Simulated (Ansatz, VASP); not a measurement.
**Two plane-wave programs on P3C**

```
P C
1.0
     1.38429   -2.86041    0.00000
     1.38429    2.86041    0.00000
     0.00000    0.00000    6.84585
P C
3 1
Direct
  0.50000 0.50000 0.81022
  0.00000 0.00000 0.50000
  0.50000 0.50000 0.18978
  0.00000 0.00000 0.00000
```

Change from the starting cell: species swapped into the AlV3 type (Cmmm, No. 65).

Alike in both runs: functional PBE; k mesh 6 × 6 × 2; occupations gaussian, width 0.1 eV; no spin polarisation.

Ansatz relaxed the structure, and its values are those at the end. VASP's run is a single point on that final structure, the one shown.

|  | VASP | Ansatz |
| --- | --- | --- |
| version | VASP 6.6.1 | Ansatz 0.2.0 |
| potentials or method | VASP PAW PBE potentials, release 64 (P, C), cutoff 600 eV | scalar-relativistic, plane waves, PAW |
| valence electrons in the cell | 19 | 19 |

VASP gave:

| Quantity | Value |
| --- | --- |
| gap on the k mesh at the Fermi level (eV) | none |
| pressure (GPa) | -0.2 |
| rms of the force components (eV/Å) | 0.023 |

What did Ansatz give for the same quantities?

gap on the k mesh at the Fermi level (eV): none; pressure (GPa): 0.1; rms of the force components (eV/Å): 0.001.

A gap of «none» marks a metal or a gap that the smearing closes.

The k mesh is coarse, so the values compare programs but aren't converged.
